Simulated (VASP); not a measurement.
# PtSe2: single point with PBE

PtSe2:

```
CELL_PARAMETERS angstrom
3.78572 0.00000 0.00000
-1.89286 3.27853 0.00000
0.00000 0.00000 5.10947
ATOMIC_POSITIONS crystal
Se 0.33330 0.66670 0.25500
Se 0.66670 0.33330 0.74500
Pt 0.00000 0.00000 0.00000
```

```yaml
Program: VASP 6.6.1
Task: single point
Functional: PBE
Potentials_or_basis: VASP PAW PBE potentials, release 64 (Se, Pt)
Cutoff: 520 eV
k_mesh: 10 × 10 × 7
Occupations: fermi-dirac, width 0.1 eV
Spin: no spin polarisation
```

```yaml
Pressure: 0.1 GPa
Largest_force: 0.186 eV/Å
Band_gap_on_the_k_mesh: zero (band 11 reaches 6.39 eV, above the bottom of band 12 at 5.75 eV)
```

Forces on the atoms (eV/Å):
```
Se   0.001 -0.001 -0.186
Se  -0.001  0.001  0.186
Pt   0.000  0.000  0.000
```

Stress tensor (GPa, compression positive):
```
0.17 0.00 0.01
0.00 0.17 0.00
0.01 0.00 0.03
```

Levels at points of the mesh, in eV from the Fermi level:
```csv
k point,band 8,band 9,band 10,band 11,band 12,band 13,band 14,band 15
"(0.00, 0.00, 0.00)",-2.39,-0.91,-0.91,0.53,1.35,1.36,3.76,3.93
"(0.50, 0.00, 0.00)",-3.26,-3.15,-3.10,-2.77,0.65,2.26,4.78,5.93
"(0.50, 0.50, 0.00)",-3.26,-3.15,-3.10,-2.77,0.65,2.26,4.78,5.93
```

It took 2.2 min on 1 thread of Intel Xeon 6975P-C, on a shared host, peak memory 0.35 GiB.

Caveat: spin-orbit coupling is left out, which moves the levels of the heavy elements.
